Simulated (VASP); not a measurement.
# Sb in VASP: notebook

Runs on Sb. Level: PBE. Tasks: electric field gradients.

Everything below comes from runs of VASP 6.6.1. Logs are shortened: lines on timing, memory, paths and dates and some standing lists are left out, and cuts for length are marked.

## (1) The cell of the first run

It takes space group Fm-3m (No. 225, cubic). Conventional cell: a = 4.686 Å, b = 4.686 Å, c = 4.686 Å, α = 90.00°, β = 90.00°, γ = 90.00°. Sb (site symmetry m-3m) has 12 Sb at 3.31 Å within 4.4 Å.

## (2) Electric field gradients, PBE (volume scaled by 1.05)

Input file INCAR:

```
SYSTEM = Sb
PREC = Accurate
ENCUT = 520
EDIFF = 1E-8
ISMEAR = -1
SIGMA = 0.05
LREAL = .FALSE.
LASPH = .TRUE.
NELM = 100
ALGO = Normal
ISIF = 2
LWAVE = .FALSE.
LCHARG = .FALSE.
GGA = PE
LEFG = .TRUE.
NBANDS = 8
```

Input file KPOINTS:

```
regular mesh
0
G
  12 12 12
  0 0 0
```

Input file POSCAR:

```
Sb
1.0
    0.0000000000      2.3427936025      2.3427936025
    2.3427936025      0.0000000000      2.3427936025
    2.3427936025      2.3427936025      0.0000000000
Sb
1
Direct
    0.0000000000      0.0000000000      0.0000000000
```

Potentials or basis: VASP PAW PBE potentials, release 64 (Sb).

Command:

```bash
cat potpaw_PBE.64/Sb/POTCAR > POTCAR
mpirun -np 1 vasp_std > vasp.out
```

OUTCAR:

```text
SYSTEM = Sb
   PREC = Accurate
   ENCUT = 520
   EDIFF = 1E-8
   ISMEAR = -1
   LREAL = .FALSE.
   LASPH = .TRUE.
   NELM = 100
   ISIF = 2
   GGA = PE

 ion  position               nearest neighbor table
   1  0.000  0.000  0.000-

  LATTYP: Found a face centered cubic cell.
 ALAT       =     4.6855872050

  Lattice vectors:

 A1 = (   0.0000000000,   2.3427936025,   2.3427936025)
 A2 = (   2.3427936025,   0.0000000000,   2.3427936025)
 A3 = (   2.3427936025,   2.3427936025,   0.0000000000)

Analysis of symmetry for initial positions (statically):
=====================================================================
 Subroutine PRICEL returns:
 Original cell was already a primitive cell.

 Routine SETGRP: Setting up the symmetry group for a
 face centered cubic supercell.

 Subroutine GETGRP returns: Found 48 space group operations
 (whereof 48 operations were pure point group operations)
 out of a pool of 48 trial point group operations.

The static configuration has the point symmetry O_h .

Analysis of symmetry for dynamics (positions and initial velocities):
=====================================================================
 Subroutine PRICEL returns:
 Original cell was already a primitive cell.

 Routine SETGRP: Setting up the symmetry group for a
 face centered cubic supercell.

 Subroutine GETGRP returns: Found 48 space group operations
 (whereof 48 operations were pure point group operations)
 out of a pool of 48 trial point group operations.

The dynamic configuration has the point symmetry O_h .

 Subroutine INISYM returns: Found 48 space group operations
 (whereof 48 operations are pure point group operations),
 and found     1 'primitive' translations

----------------------------------------------------------------------------------------

                                     Primitive cell

  volume of cell :      25.7177

  direct lattice vectors                    reciprocal lattice vectors
     0.000000000  2.342793603  2.342793603    -0.213420422  0.213420422  0.213420422
     2.342793603  0.000000000  2.342793603     0.213420422 -0.213420422  0.213420422
     2.342793603  2.342793603  0.000000000     0.213420422  0.213420422 -0.213420422

  length of vectors
     3.313210486  3.313210486  3.313210486     0.369655015  0.369655015  0.369655015

[... 110 lines left out ...]
  energy-cutoff  :      520.00
  volume of cell :       25.72
 maximum number of plane-waves:       704
 NGX is ok and might be reduce to    28
   NGX = 13   NGY = 13   NGZ = 13

 number of electron       5.0000000 magnetization

 Free energy of the ion-electron system (eV)
  ---------------------------------------------------
  ext. energy  EPLUGINS =         0.00000000
  ---------------------------------------------------
  free energy    TOTEN  =        -3.79944720 eV

  energy without entropy =       -3.79202031  energy(sigma->0) =       -3.79573375

 E-fermi :   9.1781     XC(G=0): -10.4355

 val. band max:        9.1698412550   @ k =   0.3333   0.2500   0.0833
 cond. band min:       9.1830335396   @ k =   0.5000   0.2500   0.0833
 fundamental gap:      0.0131922846
 Fermi energy:         9.1781002197

 k-point     1 :       0.0000    0.0000    0.0000
  band No.  band energies     occupation
      1      -4.1566      2.00000
      2      14.8041      0.00000
      3      14.8041      0.00000
      4      14.8041      0.00000
      5      19.2435      0.00000
      6      19.2435      0.00000
      7      19.2435      0.00000
      8      19.3740      0.00000
[... 243 lines left out ...]
 k-point    24 :      -0.4167    0.1667    0.0000
  band No.  band energies     occupation
      1       0.2133      2.00000
      2       3.6752      2.00000
      3       9.6712      0.00010
      4      12.1270      0.00000
      5      15.9554      0.00000
      6      19.9662      0.00000
      7      20.1666      0.00000
      8      23.3398      0.00000

 [... further k-points ...]
[... 5 lines left out ...]
  --------------------------------------------------------------------------------------
  -------------------------------------------------------------------------------------
  Total        0.7258267      0.7258267      0.7258267     -0.0000000      0.0000000     -0.0000000
  in kB       45.2180117     45.2180117     45.2180117     -0.0000000      0.0000000     -0.0000000
  external PRESSURE =      45.2180117 kB  Pullay stress =       0.0000000 kB

 VOLUME and BASIS-vectors are now :
 -----------------------------------------------------------------------------
  energy-cutoff  :      520.00
  volume of cell :       25.72
      direct lattice vectors                 reciprocal lattice vectors
     0.000000000  2.342793603  2.342793603    -0.213420422  0.213420422  0.213420422
     2.342793603  0.000000000  2.342793603     0.213420422 -0.213420422  0.213420422
     2.342793603  2.342793603  0.000000000     0.213420422  0.213420422 -0.213420422

 POSITION                                       TOTAL-FORCE (eV/Angst)
 -----------------------------------------------------------------------------------
      0.00000      0.00000      0.00000        -0.000000     -0.000000     -0.000000
 -----------------------------------------------------------------------------------
    total drift:                                0.000000      0.000000      0.000000

  FREE ENERGIE OF THE ION-ELECTRON SYSTEM (eV)
  ---------------------------------------------------
  free  energy   TOTEN  =        -3.7994471988 eV

  energy  without entropy=       -3.7920203074  energy(sigma->0) =       -3.79573375

 Electric field gradients (V/A^2)
---------------------------------------------------------------------
 ion       V_xx      V_yy      V_zz      V_xy      V_xz      V_yz
---------------------------------------------------------------------
   1       0.000    -0.000    -0.000     0.000     0.000     0.000
---------------------------------------------------------------------

 Electric field gradients after diagonalization (V/A^2)
 (convention: |V_zz| > |V_xx| > |V_yy|)
----------------------------------------------------------------------
 ion       V_xx      V_yy      V_zz     asymmetry (V_yy - V_xx)/ V_zz
----------------------------------------------------------------------
   1      -0.000    -0.000     0.000       0.000
----------------------------------------------------------------------

           NMR quadrupolar parameters

 Cq : quadrupolar parameter    Cq=e*Q*V_zz/h
 eta: asymmetry parameters     (V_yy - V_xx)/ V_zz
 Q  : nuclear electric quadrupole moment in mb (millibarn)
----------------------------------------------------------------------
 ion       Cq(MHz)       eta       Q (mb)
----------------------------------------------------------------------
   1       0.000       0.000       1.000
----------------------------------------------------------------------
```

It took 11 s on 1 thread of Intel Xeon Platinum 8488C (Sapphire Rapids), shared host; peak memory 0.16 GiB.

Results:

```yaml
Free_energy: -3.7994 eV
Pressure: 4.5 GPa
```

Caveat: without QUAD_EFG the Cq values of the log hold for a quadrupole moment of 1 mb, not for the nuclei; spin-orbit coupling is left out, which moves the levels of the heavy elements.

## (3) Electric field gradients, PBE (zz strain of -3 %)

Input file INCAR:

```
ALGO     = Normal         # electronic algorithm
EDIFF    = 1E-8           # SCF threshold, eV
ENCUT    = 520            # plane-wave cutoff, eV
GGA      = PE             # functional
ISIF     = 2              # what is computed and relaxed
ISMEAR   = -1             # smearing method
LASPH    = T              # aspherical terms in the spheres
LCHARG   = F              # write CHGCAR
LEFG     = T            
LREAL    = F              # projectors in reciprocal space
LWAVE    = F              # write WAVECAR
NBANDS   = 8              # bands
NELM     = 100            # most SCF steps
PREC     = Accurate       # precision mode
SIGMA    = 0.05           # smearing width, eV
```

Input file KPOINTS:

```
k-points
0
Gamma
  12 12 12
```

Input file POSCAR:

```
Sb
1.0
    0.0000000000      2.3050000000      2.2358500000
    2.3050000000      0.0000000000      2.2358500000
    2.3050000000      2.3050000000      0.0000000000
Sb
1
Direct
    0.0000000000      0.0000000000      0.0000000000
```

Potentials or basis: VASP PAW PBE potentials, release 64 (Sb).

Command:

```bash
cat potpaw_PBE.64/Sb/POTCAR > POTCAR
mpirun -np 1 vasp_std > vasp.out
```

OUTCAR:

```text
EDIFF = 1E-8
   ENCUT = 520
   GGA = PE
   ISIF = 2
   ISMEAR = -1
   LASPH = T
   LREAL = F
   NELM = 100
   PREC = Accurate

 ion  position               nearest neighbor table
   1  0.000  0.000  0.000-

  LATTYP: Found a body centered tetragonal cell.
 ALAT       =     3.2597622613
 C/A-ratio  =     1.3717871555

  Lattice vectors:

 A1 = (   0.0000000000,  -2.3050000000,  -2.2358500000)
 A2 = (   0.0000000000,   2.3050000000,  -2.2358500000)
 A3 = (   2.3050000000,   0.0000000000,   2.2358500000)

Analysis of symmetry for initial positions (statically):
=====================================================================
 Subroutine PRICEL returns:
 Original cell was already a primitive cell.

 Routine SETGRP: Setting up the symmetry group for a
 body centered tetragonal supercell.

 Subroutine GETGRP returns: Found 16 space group operations
 (whereof 16 operations were pure point group operations)
 out of a pool of 16 trial point group operations.

The static configuration has the point symmetry D_4h.

Analysis of symmetry for dynamics (positions and initial velocities):
=====================================================================
 Subroutine PRICEL returns:
 Original cell was already a primitive cell.

 Routine SETGRP: Setting up the symmetry group for a
 body centered tetragonal supercell.

 Subroutine GETGRP returns: Found 16 space group operations
 (whereof 16 operations were pure point group operations)
 out of a pool of 16 trial point group operations.

The dynamic configuration has the point symmetry D_4h.

 Subroutine INISYM returns: Found 16 space group operations
 (whereof 16 operations are pure point group operations),
 and found     1 'primitive' translations

----------------------------------------------------------------------------------------

                                     Primitive cell

  volume of cell :      23.7583

  direct lattice vectors                    reciprocal lattice vectors
     0.000000000  2.305000000  2.235850000    -0.216919740  0.216919740  0.223628598
     2.305000000  0.000000000  2.235850000     0.216919740 -0.216919740  0.223628598
     2.305000000  2.305000000  0.000000000     0.216919740  0.216919740 -0.223628598

  length of vectors
     3.211238114  3.211238114  3.259762261     0.379628893  0.379628893  0.379628893

  position of ions in fractional coordinates (direct lattice)
     0.000000000  0.000000000  0.000000000

  ion indices of the primitive-cell ions
   primitive index   ion index
                 1           1

----------------------------------------------------------------------------------------

 KPOINTS: k-points

Automatic generation of k-mesh.
 Grid dimensions read from file:
 generate k-points for:   12   12   12

 Generating k-lattice:

  Cartesian coordinates                     Fractional coordinates (reciprocal lattice)
    -0.018076645  0.018076645  0.018635716     0.083333333  0.000000000  0.000000000
[... 61 lines left out ...]
   EDIFFG = 0.1E-06   stopping-criterion for IOM
   NSW    =      0    number of steps for IOM
   IBRION =     -1    ionic relax: 0-MD 1-quasi-New 2-CG
   NFREE  =      0    steps in history (QN), initial steepest desc. (CG)
   ISIF   =      2    stress and relaxation
   ISYM   =      2    0-nonsym 1-usesym 2-fastsym
   POTIM  = 0.5000    time-step for ionic-motion
   TEBEG  =    0.0;   TEEND  =   0.0 temperature during run
   PSTRESS=    0.0 pullay stress
   NELECT =       5.0000    total number of electrons
   NUPDOWN=      -1.0000    fix difference up-down
   EMIN   =  10.00;   EMAX   =-10.00  energy-range for DOS
   EFERMI =   0.00;   METHOD = LEGACY
   ISMEAR =    -1;   SIGMA  =   0.05  broadening in eV -4-tet -1-fermi 0-gaus
   EFERMI_NEDOS =   21; number of points for ismear=-14 and -15
   IALGO  =     38    algorithm
   IMIX   =      4    mixing-type and parameters
     AMIX     =   0.40;   BMIX     =  1.00
     AMIX_MAG =   1.60;   BMIX_MAG =  1.00
  volume/ion in A,a.u.               =      23.76       160.33
  Fermi-wavevector in a.u.,A,eV,Ry     =   0.973778  1.840174 12.901639  0.948244
  Thomas-Fermi vector in A             =   2.104185
   LORBIT       =      0    0 simple, 1 ext, 2 COOP (PROOUT), +10 PAW based schemes
   GGA     = PE    functional components
   LHFCALC =     F    Hartree Fock is set to
   AEXX    =    0.0000 exact exchange contribution
   IVDW    =     0    specifies the selected vdW correction
   LEPSILON=     F    determine dielectric tensor
   LRPA    =     F    only Hartree local field effects (RPA)
 non-spin polarized calculation
  energy-cutoff  :      520.00
  volume of cell :       23.76
 maximum number of plane-waves:       652
   NGX = 11   NGY = 11   NGZ = 13

 number of electron       4.9999999 magnetization

 Free energy of the ion-electron system (eV)
  ---------------------------------------------------
  ext. energy  EPLUGINS =         0.00000000
  ---------------------------------------------------
  free energy    TOTEN  =        -3.70355933 eV

  energy without entropy =       -3.69763108  energy(sigma->0) =       -3.70059521

 E-fermi :  10.3271     XC(G=0): -10.7904

 val. band max:       10.3220764775   @ k =  -0.1667   0.0000   0.1667
 cond. band min:      10.3479237749   @ k =   0.4167   0.3333   0.0833
 fundamental gap:      0.0258472974
 Fermi energy:        10.3270771508

 k-point     1 :       0.0000    0.0000    0.0000
  band No.  band energies     occupation
      1      -3.7227      2.00000
      2      16.5221      0.00000
      3      16.5673      0.00000
      4      16.5673      0.00000
      5      20.4697      0.00000
      6      20.5788      0.00000
      7      20.5788      0.00000
      8      20.7691      0.00000
[... 243 lines left out ...]
 k-point    24 :      -0.4167    0.1667    0.0000
  band No.  band energies     occupation
      1       1.1230      2.00000
      2       4.3754      2.00000
      3      11.2061      0.00000
      4      13.2281      0.00000
      5      16.9296      0.00000
      6      21.2271      0.00000
      7      21.7005      0.00000
      8      25.3758      0.00000

 [... further k-points ...]
[... 5 lines left out ...]
  --------------------------------------------------------------------------------------
  -------------------------------------------------------------------------------------
  Total        1.7633229      1.7633229      1.7403272      0.0000000      0.0000000     -0.0000000
  in kB      118.9126131    118.9126131    117.3618551      0.0000000      0.0000000     -0.0000000
  external PRESSURE =     118.3956938 kB  Pullay stress =       0.0000000 kB

 VOLUME and BASIS-vectors are now :
 -----------------------------------------------------------------------------
  energy-cutoff  :      520.00
  volume of cell :       23.76
      direct lattice vectors                 reciprocal lattice vectors
     0.000000000  2.305000000  2.235850000    -0.216919740  0.216919740  0.223628598
     2.305000000  0.000000000  2.235850000     0.216919740 -0.216919740  0.223628598
     2.305000000  2.305000000  0.000000000     0.216919740  0.216919740 -0.223628598

 POSITION                                       TOTAL-FORCE (eV/Angst)
 -----------------------------------------------------------------------------------
      0.00000      0.00000      0.00000         0.000000      0.000000      0.000000
 -----------------------------------------------------------------------------------
    total drift:                               -0.000000      0.000000      0.000000

  FREE ENERGIE OF THE ION-ELECTRON SYSTEM (eV)
  ---------------------------------------------------
  free  energy   TOTEN  =        -3.7035593264 eV

  energy  without entropy=       -3.6976310839  energy(sigma->0) =       -3.70059521

 Electric field gradients (V/A^2)
---------------------------------------------------------------------
 ion       V_xx      V_yy      V_zz      V_xy      V_xz      V_yz
---------------------------------------------------------------------
   1       6.006     6.006   -12.012    -0.000     0.000     0.000
---------------------------------------------------------------------

 Electric field gradients after diagonalization (V/A^2)
 (convention: |V_zz| > |V_xx| > |V_yy|)
----------------------------------------------------------------------
 ion       V_xx      V_yy      V_zz     asymmetry (V_yy - V_xx)/ V_zz
----------------------------------------------------------------------
   1       6.006     6.006   -12.012       0.000
----------------------------------------------------------------------

           NMR quadrupolar parameters

 Cq : quadrupolar parameter    Cq=e*Q*V_zz/h
 eta: asymmetry parameters     (V_yy - V_xx)/ V_zz
 Q  : nuclear electric quadrupole moment in mb (millibarn)
----------------------------------------------------------------------
 ion       Cq(MHz)       eta       Q (mb)
----------------------------------------------------------------------
   1      -0.029       0.000       1.000
----------------------------------------------------------------------
```

Run time: 11 s. Hardware: 1 thread of Intel Xeon Platinum 8488C (Sapphire Rapids), shared host; peak memory 0.15 GiB.

What came out:

| Property | Result |
| --- | --- |
| Free energy | -3.7036 eV |
| Pressure | 11.8 GPa |

Stress tensor (GPa, compression positive):
```
11.89  0.00  0.00
 0.00 11.89  0.00
 0.00  0.00 11.74
```

Electric field gradients, principal values (V/Å²):
```tsv
atom	least	middle	greatest (by size)
1 Sb	6.006	6.006	-12.012
```

Caveat: the cell differs from its parent crystal (zz strain of -3 %); without QUAD_EFG the Cq values of the log hold for a quadrupole moment of 1 mb, not for the nuclei; spin-orbit coupling is left out, which moves the levels of the heavy elements.
